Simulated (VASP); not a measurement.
A run of VASP 6.6.1 is set up as follows.

Contents of INCAR:

```
  PREC = Accurate
  ENCUT = 520
  EDIFF = 1E-6
  ISMEAR = -1
  SIGMA = 0.02
  LREAL = False
  LASPH = True
  NELM = 100
  ALGO = Normal
  ISIF = 2
  LWAVE = False
  LCHARG = False
  GGA = PE
  NBANDS = 16
```

File KPOINTS:

```
regular mesh
0
Gamma
  8 8 8
```

The input POSCAR:

```
GaSb
1.0
    0.0000000000      3.0965375859      3.0965375859
    3.0965375859      0.0000000000      3.0965375859
    3.0965375859      3.0965375859      0.0000000000
Ga Sb
1 1
Direct
    0.0000000000      0.0000000000      0.0000000000
    0.2500000000      0.2500000000      0.2500000000
```

Potentials or basis: VASP PAW PBE potentials, release 64 (Ga_d, Sb).

Launch:

```bash
$ cat potpaw_PBE.64/Ga_d/POTCAR potpaw_PBE.64/Sb/POTCAR > POTCAR
$ mpirun -np 1 vasp_std > vasp.out
```

(1) What does it give for the pressure?

(2) What does it give for the band gap on the k mesh?

Answers

(1) 0.6 GPa.

(2) zero (filled and empty bands touch).

Caveat: the cell differs from its parent crystal (strain +1.0%); spin-orbit coupling is left out, which moves the levels of the heavy elements.
